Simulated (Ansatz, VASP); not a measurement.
## One calculation of FePt4, two programs

INCAR

```
SYSTEM = FePt4
PREC     = Accurate       ! precision mode
ENCUT    = 520            ! plane-wave cutoff, eV
EDIFF    = 1E-7           ! SCF threshold, eV
ISMEAR   = 0              ! smearing method
SIGMA    = 0.1            ! smearing width, eV
LREAL    = .FALSE.        ! projectors in reciprocal space
LASPH    = .TRUE.         ! aspherical terms in the spheres
NELM     = 150            ! most SCF steps
ALGO     = Normal         ! electronic algorithm
ISIF     = 2              ! what is computed and relaxed
LWAVE    = .FALSE.        ! write WAVECAR
LCHARG   = .FALSE.        ! write CHGCAR
ISPIN    = 2              ! spin polarisation
MAGMOM   = 3.31 -3.31 0 0 0 0 0.31 0.31 -0.31 -0.31 ! initial moments
LORBIT   = 11             ! projections on sites
LMAXMIX  = 4              ! l up to which the mixer works
GGA      = PE             ! functional
NBANDS   = 63             ! bands
```

Contents of KPOINTS:

```
Automatic mesh
0
G
  6 6 1
  0 0 0
```

The input POSCAR:

```
FePt4
1.0
    2.7514537000      0.0000000000      0.0000000000
   -1.3757268000      2.3828288000      0.0000000000
    0.0000000000      0.0000000000     23.0525305000
Fe Pt
2 8
Direct
    0.0000000000      0.0000000000      0.0000000000
    0.3333333000      0.6666667000      0.5000000000
    0.0000000000      0.0000000000      0.8023100000
    0.0000000000      0.0000000000      0.1976900000
    0.3333333000      0.6666667000      0.3023100000
    0.3333333000      0.6666667000      0.6976900000
    0.3333333000      0.6666667000      0.9082890000
    0.3333333000      0.6666667000      0.0917110000
    0.0000000000      0.0000000000      0.4082890000
    0.0000000000      0.0000000000      0.5917110000
```

Input for Ansatz:

```yaml
crystal:
  lattice:
    - [2.7514537, 0.0, 0.0]
    - [-1.3757268, 2.3828288, 0.0]
    - [0.0, 0.0, 23.0525305]
  atoms:
    - { symbol: Fe, position: [0.0, 0.0, 0.0], spin: 3.31 }
    - { symbol: Fe, position: [0.3333333, 0.6666667, 0.5], spin: -3.31 }
    - { symbol: Pt, position: [0.0, 0.0, 0.80231] }
    - { symbol: Pt, position: [0.0, 0.0, 0.19769] }
    - { symbol: Pt, position: [0.3333333, 0.6666667, 0.30231] }
    - { symbol: Pt, position: [0.3333333, 0.6666667, 0.69769] }
    - { symbol: Pt, position: [0.3333333, 0.6666667, 0.908289], spin: 0.31 }
    - { symbol: Pt, position: [0.3333333, 0.6666667, 0.091711], spin: 0.31 }
    - { symbol: Pt, position: [0.0, 0.0, 0.408289], spin: -0.31 }
    - { symbol: Pt, position: [0.0, 0.0, 0.591711], spin: -0.31 }
basis:
  ecutwfc: 420
kpoints:
  mp_grid: { grid: [6, 6, 1] }
hamiltonian:
  xc: pbe
scf:
  occupations: { method: gaussian, width: 0.1 }
  lower_state_search: "off"
output:
  forces: true
  stress: true
  eigenvalues: true
  populations: true
magnetization:
  spin_polarized: true
```

Alike in both runs: task single point; functional PBE; k mesh 6 × 6 × 1; occupations gaussian, width 0.1 eV; collinear spin.

```csv
,VASP,Ansatz
version,VASP 6.6.1,Ansatz 0.2.0
potentials or method,"VASP PAW PBE potentials, release 64 (Fe, Pt), cutoff 520 eV","scalar-relativistic, plane waves, PAW"
valence electrons in the cell,96,176
```

|  | VASP | Ansatz | Ansatz less VASP |
| --- | --- | --- | --- |
| gap on the k mesh at the Fermi level (eV) | none | none | - |
| pressure (GPa) | -1.2 | -0.8 | +0.44 |
| traceless stress, the component that is largest in VASP (GPa) | -0.20 | -0.27 | -0.069 |
| rms of the force components (eV/Å) | 0.044 | 0.044 | -0.0007 |
| net moment per atom (μB) | 0.00 | 0.00 | 0.000 |
| size of the moment on the site where the two differ most (μB) | 2.96 | 2.99 | +0.029 |

Site moments also hang on the region over which each program counts them. Atom by atom the forces differ by 0.001 eV/Å (rms over components). A gap of «none» marks a metal or a gap that the smearing closes. With one functional, cell and mesh, what is left measures potentials, basis and numerics. VASP's potentials hold 96 valence electrons a cell and Ansatz's 176, so a difference there can come from the potentials and not from the codes.

The k mesh is coarse, so the values compare programs but aren't converged. Neither program's run includes spin-orbit coupling.
